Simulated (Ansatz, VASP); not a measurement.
Cu in VASP and in Ansatz

INCAR

```
SYSTEM = Cu
PREC = Accurate
ENCUT = 520
EDIFF = 1E-7
ISMEAR = -1
SIGMA = 0.1
LREAL = .FALSE.
LASPH = .TRUE.
NELM = 60
ALGO = Normal
ISIF = 2
LWAVE = .FALSE.
LCHARG = .FALSE.
GGA = RE
NBANDS = 12
```

File KPOINTS:

```
Automatic mesh
0
G
  17 17 17
  0 0 0
```

Contents of POSCAR:

```
Cu
1.0
   -1.4550685286      1.4550685286      1.4550685286
    1.4550685286     -1.4550685286      1.4550685286
    1.4550685286      1.4550685286     -1.4550685286
Cu
1
Direct
    0.0000000000      0.0000000000      0.0000000000
```

Input for Ansatz:

```yaml
crystal:
  lattice:
    - [-1.4550685286, 1.4550685286, 1.4550685286]
    - [1.4550685286, -1.4550685286, 1.4550685286]
    - [1.4550685286, 1.4550685286, -1.4550685286]
  atoms:
    - { symbol: Cu, position: [0.0, 0.0, 0.0] }
hamiltonian:
  xc: revpbe
  pseudopotentials:
    kind: paw
    azcp:
      Cu: "pseudopotentials/Cu.paw.azcp"
basis:
  ecutwfc: 420
  fft_grid_basis: typed
kpoints:
  mp_grid: { grid: [17, 17, 17], shift: [0, 0, 0] }
magnetization:
  spin_polarized: false
scf:
  occupations: { method: fermi_dirac, width: 0.1 }
  lower_state_search: "off"
output:
  stress: true
  write_density: true
  write_potential: true
  elf: true
  volumetric_format: npy
```

Alike in both runs: task single point; functional revPBE; k mesh 17 × 17 × 17; occupations fermi-dirac, width 0.1 eV; no spin polarisation.

|  | VASP | Ansatz |
| --- | --- | --- |
| version | VASP 6.6.1 | Ansatz 0.2.0 |
| potentials or method | VASP PAW PBE potentials, release 64 (Cu), cutoff 520 eV | plane waves (420 eV) with PAW, scalar-relativistic |
| valence electrons in the cell | 11 | 19 |

```tsv
	VASP	Ansatz	Ansatz less VASP
pressure (GPa)	0.5	0.0	-0.56
```

VASP's potentials were made for PBE, not for revPBE. VASP's potentials hold 11 valence electrons a cell and Ansatz's 19, so a difference there can come from the potentials and not from the codes.
